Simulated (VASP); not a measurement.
# MnSi (Pm-3m) in VASP: settings compared, part 2 of 2

VASP 6.6.1. The steps go on from the part before.

## 4. Single point, HF, collinear spin, ferromagnetic start

This run uses another cell than the first one, of 20.85 Å³/atom.

Contents of POSCAR:

```
MnSi
1.0
    3.4676560879      0.0000000000      0.0000000000
    0.0000000000      3.4676560879      0.0000000000
    0.0000000000      0.0000000000      3.4676560879
Mn Si
1 1
Direct
    0.0000000000      0.0000000000      0.0000000000
    0.5000000000      0.5000000000      0.5000000000
```

Contents of INCAR.step1:

```
SYSTEM = MnSi
PREC     = Accurate       ! precision mode
ENCUT    = 520            ! plane-wave cutoff, eV
EDIFF    = 1E-5           ! SCF threshold, eV
ISMEAR   = -1             ! smearing method
SIGMA    = 0.05           ! smearing width, eV
LREAL    = .FALSE.        ! projectors in reciprocal space
LASPH    = .TRUE.         ! aspherical terms in the spheres
NELM     = 150            ! most SCF steps
ALGO     = Normal         ! electronic algorithm
ISIF     = 2              ! what is computed and relaxed
LWAVE    = .TRUE.         ! write WAVECAR
LCHARG   = .FALSE.        ! write CHGCAR
ISPIN    = 2              ! spin polarisation
MAGMOM   = 4 0            ! initial moments
LORBIT   = 11             ! projections on sites
LMAXMIX  = 4              ! l up to which the mixer works
GGA      = PE             ! functional
NBANDS   = 20             ! bands
```

Contents of INCAR.step2:

```
SYSTEM = MnSi
PREC     = Accurate       ! precision mode
ENCUT    = 520            ! plane-wave cutoff, eV
EDIFF    = 1E-6           ! SCF threshold, eV
ISMEAR   = -1             ! smearing method
SIGMA    = 0.05           ! smearing width, eV
LREAL    = .FALSE.        ! projectors in reciprocal space
LASPH    = .TRUE.         ! aspherical terms in the spheres
NELM     = 150            ! most SCF steps
ALGO     = Normal         ! electronic algorithm
ISIF     = 2              ! what is computed and relaxed
LWAVE    = .FALSE.        ! write WAVECAR
LCHARG   = .FALSE.        ! write CHGCAR
ISPIN    = 2              ! spin polarisation
MAGMOM   = 4 0            ! initial moments
LORBIT   = 11             ! projections on sites
LMAXMIX  = 4              ! l up to which the mixer works
GGA      = PE             ! functional
LHFCALC  = .TRUE.         ! exact exchange
AEXX     = 1.0            ! exact-exchange fraction
ALDAC    = 0.0          
AGGAC    = 0.0          
PRECFOCK = Normal       
ISTART   = 1            
NBANDS   = 20             ! bands
```

Contents of KPOINTS:

```
regular mesh
0
G
  5 5 5
  0 0 0
```

Potentials or basis: VASP PAW PBE potentials, release 64 (Mn_pv, Si).

The run is started by

```sh
cat potpaw_PBE.64/Mn_pv/POTCAR potpaw_PBE.64/Si/POTCAR > POTCAR
cp INCAR.step1 INCAR
mpirun -np 1 vasp_std > vasp.out
cp INCAR.step2 INCAR
mpirun -np 1 vasp_std > vasp.out
```

OUTCAR:

```text
SYSTEM = MnSi
   PREC = Accurate
   ENCUT = 520
   EDIFF = 1E-6
   ISMEAR = -1
   LREAL = .FALSE.
   LASPH = .TRUE.
   NELM = 150
   ISIF = 2
   ISPIN = 2
   LORBIT = 11
   GGA = PE
   LHFCALC = .TRUE.
   AEXX = 1.0
   PRECFOCK = Normal
   ISTART = 1

 ion  position               nearest neighbor table
   1  0.000  0.000  0.000-   2 3.00   2 3.00   2 3.00   2 3.00   2 3.00   2 3.00   2 3.00   2 3.00

   2  0.500  0.500  0.500-   1 3.00   1 3.00   1 3.00   1 3.00   1 3.00   1 3.00   1 3.00   1 3.00

  LATTYP: Found a simple cubic cell.
 ALAT       =     3.4676560879

  Lattice vectors:

 A1 = (   3.4676560879,   0.0000000000,   0.0000000000)
 A2 = (   0.0000000000,   3.4676560879,   0.0000000000)
 A3 = (   0.0000000000,   0.0000000000,   3.4676560879)

Analysis of symmetry for initial positions (statically):
=====================================================================
 Subroutine PRICEL returns:
 Original cell was already a primitive cell.

 Routine SETGRP: Setting up the symmetry group for a
[... 422 lines left out ...]
      4     -11.0156      1.00000
      5       9.4930      0.00000
      6       9.4930      0.00000
[... 219 lines left out ...]
     19      31.4204      0.00000
     20      32.6534      0.00000

------------------------ aborting loop because EDIFF is reached ----------------------------------------

  FORCE on cell =-STRESS in cart. coord.  units (eV):
  Direction    XX          YY          ZZ          XY          YZ          ZX
  --------------------------------------------------------------------------------------
  -------------------------------------------------------------------------------------
  Total        0.1792241      0.1792241      0.1792241     -0.0000000      0.0000000     -0.0000000
  in kB        6.8865058      6.8865058      6.8865058     -0.0000000      0.0000000     -0.0000000
  external PRESSURE =       6.8865058 kB  Pullay stress =       0.0000000 kB

 VOLUME and BASIS-vectors are now :
 -----------------------------------------------------------------------------
  energy-cutoff  :      520.00
  volume of cell :       41.70
      direct lattice vectors                 reciprocal lattice vectors
     3.467656088  0.000000000  0.000000000     0.288379232  0.000000000  0.000000000
     0.000000000  3.467656088  0.000000000     0.000000000  0.288379232  0.000000000
     0.000000000  0.000000000  3.467656088     0.000000000  0.000000000  0.288379232

 POSITION                                       TOTAL-FORCE (eV/Angst)
 -----------------------------------------------------------------------------------
      0.00000      0.00000      0.00000         0.000000      0.000000      0.000000
      1.73383      1.73383      1.73383         0.000000      0.000000      0.000000
 -----------------------------------------------------------------------------------
    total drift:                                0.000000     -0.000000      0.000000

  FREE ENERGIE OF THE ION-ELECTRON SYSTEM (eV)
  ---------------------------------------------------
  free  energy   TOTEN  =       -40.8136689128 eV

  energy  without entropy=      -40.8136666527  energy(sigma->0) =      -40.81366778

 total charge

# of ion       s       p       d       tot
------------------------------------------
    1        0.266   6.134   4.826  11.226
    2        0.968   0.736   0.000   1.704
--------------------------------------------------
tot          1.234   6.870   4.826  12.930

 magnetization (x)

# of ion       s       p       d       tot
------------------------------------------
    1        0.043   0.011   4.646   4.700
    2       -0.044  -0.279   0.000  -0.323
--------------------------------------------------
tot         -0.001  -0.268   4.646   4.377
```

It took 46 min on 1 thread of Oxide Virtual Turin-like, shared host; peak memory 0.16 GiB.

Results:

```yaml
Free_energy: -40.8137 eV
Pressure: 0.7 GPa
Net_moment: 4.01 μB per cell
Site_moments: Mn +4.70; Si -0.32 μB
Valence_electrons_inside_the_program's_atomic_spheres: Mn 11.23; Si 1.70
```

Caveat: the k points lie up to 0.36 Å⁻¹ apart; the PAW data sets were made with another functional, which shifts forces and pressure a little.

## 5. Overview

| level | cell | share of exact exchange | screening parameter | gap on the mesh (eV) | pressure (GPa) | moment (μB) |
| --- | --- | --- | --- | --- | --- | --- |
| PBE-based screened hybrid with 25 % exact exchange | a = 3.072 Å, 2 atoms | 0.25 | 0.3 1/Å | none | 4.7 | 3.86 |
| B3LYP | a = 3.072 Å, 2 atoms | 0.2 | - | none | 1.9 | 3.43 |
| HF | a = 3.468 Å, 2 atoms | 1 | - | none | 0.7 | 4.01 |

Alike in all rows: task single point; potentials or basis VASP PAW PBE potentials, release 64 (Mn_pv, Si); spin collinear, ferromagnetic start; k mesh 5 × 5 × 5; cutoff (eV) 520; smearing fermi-dirac 0.05 eV.

Caveats: all runs use coarse meshes; the PAW data sets were made with another functional, which shifts forces and pressure a little.

Total energies depend on the potentials used, so only differences within one code and one set of settings carry meaning.
